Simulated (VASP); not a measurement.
# Rh (Fm-3m) in VASP: single point with PBEsol

Aim: the single point of Rh with PBEsol.

All numbers are computed with VASP 6.6.1; they aren't measurements. Logs are shortened: lines on timing, memory, paths and dates and some standing lists are left out, and cuts for length are marked.

## (1) The cell of the first run

The structure is cubic, space group Fm-3m (No. 225). The conventional cell has a = 3.803 Å, b = 3.803 Å, c = 3.803 Å, α = 90.00°, β = 90.00°, γ = 90.00°. Within 3.5 Å of Rh (site symmetry m-3m) lie 12 Rh at 2.69 Å.

## (2) Single point, PBEsol

File INCAR:

```
PREC = Accurate
ENCUT = 520
EDIFF = 1E-6
ISMEAR = 0
SIGMA = 0.15
LREAL = F
LASPH = T
NELM = 80
ALGO = Fast
ISIF = 2
LWAVE = F
LCHARG = F
GGA = PS
NBANDS = 54
```

File KPOINTS:

```
regular mesh
0
Gamma
  20 20 4
```

File POSCAR:

```
Rh
1.0
    1.9015500000     -1.9015500000      0.0000000000
    1.9015500000      0.0000000000     -1.9015500000
    7.6062000000      7.6062000000      7.6062000000
Rh
6
Direct
    0.6666666667      0.6666666667      0.1666666667
    0.0000000000      0.0000000000      0.0000000000
    0.3333333333      0.3333333333      0.3333333333
    0.6666666667      0.6666666667      0.6666666667
    0.0000000000      0.0000000000      0.5000000000
    0.3333333333      0.3333333333      0.8333333333
```

Potentials or basis: VASP PAW PBE potentials, release 64 (Rh_pv).

Run with:

```
cat potpaw_PBE.64/Rh_pv/POTCAR > POTCAR
mpirun -np 1 vasp_std > vasp.out
```

OUTCAR:

```text
PREC = Accurate
   ENCUT = 520
   EDIFF = 1E-6
   ISMEAR = 0
   LREAL = F
   LASPH = T
   NELM = 80
   ISIF = 2
   GGA = PS

 ion  position               nearest neighbor table
   1  0.667  0.667  0.167-   3 2.69   3 2.69   3 2.69   2 2.69   2 2.69   2 2.69
   2  0.000  0.000  0.000-   1 2.69   6 2.69   1 2.69   1 2.69   6 2.69   6 2.69
   3  0.333  0.333  0.333-   1 2.69   1 2.69   1 2.69   5 2.69   5 2.69   5 2.69
   4  0.667  0.667  0.667-   6 2.69   6 2.69   6 2.69   5 2.69   5 2.69   5 2.69
   5  0.000  0.000  0.500-   3 2.69   4 2.69   4 2.69   4 2.69   3 2.69   3 2.69
   6  0.333  0.333  0.833-   4 2.69   4 2.69   4 2.69   2 2.69   2 2.69   2 2.69

  LATTYP: Found a hexagonal cell.
 ALAT       =     2.6891977995
 C/A-ratio  =     4.8989794856

  Lattice vectors:

 A1 = (  -1.9015500000,   0.0000000000,   1.9015500000)
 A2 = (   1.9015500000,  -1.9015500000,   0.0000000000)
 A3 = (   7.6062000000,   7.6062000000,   7.6062000000)

Analysis of symmetry for initial positions (statically):
=====================================================================
 Subroutine PRICEL returns following result:

  LATTYP: Found a face centered cubic cell.
 ALAT       =     3.8031000006

  Lattice vectors:

 A1 = (  -1.9015500004,  -1.9015500002,  -0.0000000002)
 A2 = (  -0.0000000011,  -1.9015500006,   1.9015499994)
 A3 = (  -1.9015500000,   0.0000000000,   1.9015500000)

   6 primitive cells build up your supercell.

 Routine SETGRP: Setting up the symmetry group for a
 hexagonal supercell.

 Subroutine GETGRP returns: Found 12 space group operations
 (whereof 12 operations were pure point group operations)
 out of a pool of 24 trial point group operations.

The static configuration has the point symmetry D_3d.

Analysis of symmetry for dynamics (positions and initial velocities):
=====================================================================
 Subroutine PRICEL returns following result:

  LATTYP: Found a face centered cubic cell.
 ALAT       =     3.8031000006

  Lattice vectors:

 A1 = (  -1.9015500004,  -1.9015500002,  -0.0000000002)
 A2 = (  -0.0000000011,  -1.9015500006,   1.9015499994)
 A3 = (  -1.9015500000,   0.0000000000,   1.9015500000)

   6 primitive cells build up your supercell.

 Routine SETGRP: Setting up the symmetry group for a
 hexagonal supercell.

 Subroutine GETGRP returns: Found 12 space group operations
 (whereof 12 operations were pure point group operations)
[... 101 lines left out ...]
   LREAL  =      F    real-space projection
   EDIFFG = 0.1E-04   stopping-criterion for IOM
   NSW    =      0    number of steps for IOM
   IBRION =     -1    ionic relax: 0-MD 1-quasi-New 2-CG
   NFREE  =      0    steps in history (QN), initial steepest desc. (CG)
   ISIF   =      2    stress and relaxation
   ISYM   =      2    0-nonsym 1-usesym 2-fastsym
   POTIM  = 0.5000    time-step for ionic-motion
   TEBEG  =    0.0;   TEEND  =   0.0 temperature during run
   PSTRESS=    0.0 pullay stress
   NELECT =      90.0000    total number of electrons
   NUPDOWN=      -1.0000    fix difference up-down
   EMIN   =  10.00;   EMAX   =-10.00  energy-range for DOS
   EFERMI =   0.00;   METHOD = LEGACY
   ISMEAR =     0;   SIGMA  =   0.15  broadening in eV -4-tet -1-fermi 0-gaus
   EFERMI_NEDOS =   21; number of points for ismear=-14 and -15
   IALGO  =     68    algorithm
   IMIX   =      4    mixing-type and parameters
     AMIX     =   0.40;   BMIX     =  1.00
     AMIX_MAG =   1.60;   BMIX_MAG =  1.00
  volume/ion in A,a.u.               =      13.75        92.80
  Fermi-wavevector in a.u.,A,eV,Ry     =   1.685211  3.184586 38.639656  2.839935
  Thomas-Fermi vector in A             =   2.768095
   LORBIT       =      0    0 simple, 1 ext, 2 COOP (PROOUT), +10 PAW based schemes
   GGA     = PS    functional components
   LHFCALC =     F    Hartree Fock is set to
   AEXX    =    0.0000 exact exchange contribution
   IVDW    =     0    specifies the selected vdW correction
   LEPSILON=     F    determine dielectric tensor
   LRPA    =     F    only Hartree local field effects (RPA)
 non-spin polarized calculation
 RMM-DIIS sequential band-by-band and
 Gauss-broadening in eV      SIGMA  =   0.15
  energy-cutoff  :      520.00
  volume of cell :       82.51
 maximum number of plane-waves:      2258
   NGX =  9   NGY =  9   NGZ = 49

 number of electron      90.0000011 magnetization

 Free energy of the ion-electron system (eV)
  ---------------------------------------------------
  ext. energy  EPLUGINS =         0.00000000
  ---------------------------------------------------
  free energy    TOTEN  =       -48.84820726 eV

  energy without entropy =      -48.76404189  energy(sigma->0) =      -48.80612457

 E-fermi :  11.7474     XC(G=0): -14.2169

 val. band max:       11.7454908864   @ k =   0.4000   0.0500   0.5000
 cond. band min:      11.7503514729   @ k =   0.4000   0.0500   0.0000
 fundamental gap:      0.0048605865
 Fermi energy:        11.7474473375

 k-point     1 :       0.0000    0.0000    0.0000
  band No.  band energies     occupation
      1     -35.3204      2.00000
      2     -35.1413      2.00000
      3     -35.1413      2.00000
      4     -34.7736      2.00000
      5     -34.7736      2.00000
      6     -34.6867      2.00000
[... 1357 lines left out ...]
     53      15.5567      0.00000
     54      19.2468      0.00000

 [... further k-points ...]

------------------------ aborting loop because EDIFF is reached ----------------------------------------

  FORCE on cell =-STRESS in cart. coord.  units (eV):
  Direction    XX          YY          ZZ          XY          YZ          ZX
  --------------------------------------------------------------------------------------
  -------------------------------------------------------------------------------------
  Total       -2.6212285     -2.6212285     -2.6212285      0.0240003      0.0240003      0.0240003
  in kB      -50.8992017    -50.8992017    -50.8992017      0.4660389      0.4660389      0.4660389
  external PRESSURE =     -50.8992017 kB  Pullay stress =       0.0000000 kB

 VOLUME and BASIS-vectors are now :
 -----------------------------------------------------------------------------
  energy-cutoff  :      520.00
  volume of cell :       82.51
      direct lattice vectors                 reciprocal lattice vectors
     1.901550000 -1.901550000  0.000000000     0.175295592 -0.350591184  0.175295592
     1.901550000  0.000000000 -1.901550000     0.175295592  0.175295592 -0.350591184
     7.606200000  7.606200000  7.606200000     0.043823898  0.043823898  0.043823898

 POSITION                                       TOTAL-FORCE (eV/Angst)
 -----------------------------------------------------------------------------------
      3.80310      0.00000      0.00000         0.000000     -0.000000     -0.000000
      0.00000      0.00000      0.00000        -0.000000     -0.000000     -0.000000
      3.80310      1.90155      1.90155         0.000000      0.000000      0.000000
      7.60620      3.80310      3.80310         0.000000      0.000000      0.000000
      3.80310      3.80310      3.80310        -0.000000     -0.000000     -0.000000
      7.60620      5.70465      5.70465         0.000000      0.000000      0.000000
 -----------------------------------------------------------------------------------
    total drift:                                0.000000      0.000000      0.000000

  FREE ENERGIE OF THE ION-ELECTRON SYSTEM (eV)
  ---------------------------------------------------
  free  energy   TOTEN  =       -48.8482072607 eV

  energy  without entropy=      -48.7640418869  energy(sigma->0) =      -48.80612457
```

OSZICAR:

```text
N       E                     dE             d eps       ncg     rms          rms(c)
DAV:   1     0.121961060108E+04    0.12196E+04   -0.54899E+04 18468   0.194E+03
DAV:   2    -0.297828997277E+01   -0.12226E+04   -0.11928E+04 18574   0.613E+02
DAV:   3    -0.518991048554E+02   -0.48921E+02   -0.46164E+02 19170   0.126E+02
DAV:   4    -0.526574759090E+02   -0.75837E+00   -0.75557E+00 18660   0.154E+01
DAV:   5    -0.526699107029E+02   -0.12435E-01   -0.11360E-01 19038   0.188E+00    0.270E+01
RMM:   6    -0.489529536663E+02    0.37170E+01   -0.11911E+01 17821   0.195E+01    0.842E+00
RMM:   7    -0.488745001519E+02    0.78454E-01   -0.12101E+00 17919   0.446E+00    0.331E+00
RMM:   8    -0.488746250436E+02   -0.12489E-03   -0.35732E-01 17956   0.394E+00    0.185E+00
RMM:   9    -0.488477625325E+02    0.26863E-01   -0.86947E-02 18374   0.186E+00    0.757E-02
RMM:  10    -0.488482610741E+02   -0.49854E-03   -0.53350E-03 18357   0.396E-01    0.756E-02
RMM:  11    -0.488482077339E+02    0.53340E-04   -0.13158E-03 18322   0.252E-01    0.261E-02
RMM:  12    -0.488482013354E+02    0.63984E-05   -0.17113E-04 19745   0.957E-02    0.645E-03
RMM:  13    -0.488482066631E+02   -0.53276E-05   -0.47759E-05 19558   0.468E-02    0.423E-03
RMM:  14    -0.488482102675E+02   -0.36044E-05   -0.80639E-06 15442   0.209E-02    0.121E-02
RMM:  15    -0.488482075881E+02    0.26793E-05   -0.25246E-06 11600   0.117E-02    0.267E-03
RMM:  16    -0.488482072607E+02    0.32741E-06   -0.41557E-07  9220   0.405E-03
   1 F= -.48848207E+02 E0= -.48806125E+02  d E =-.841654E-01
```

Wall time 13 min (1 thread of Intel Xeon Platinum 8375C at 2.90GHz (Ice Lake), shared host); peak memory 0.54 GiB.

Results:

* Free energy: -48.8482 eV
* Pressure: -5.1 GPa
* Band gap on the k mesh: zero (bands 45 and 46 overlap by 2.01 eV)

Caveat: the cell stands under tension; the PAW data sets were made with another functional, which shifts forces and pressure a little.
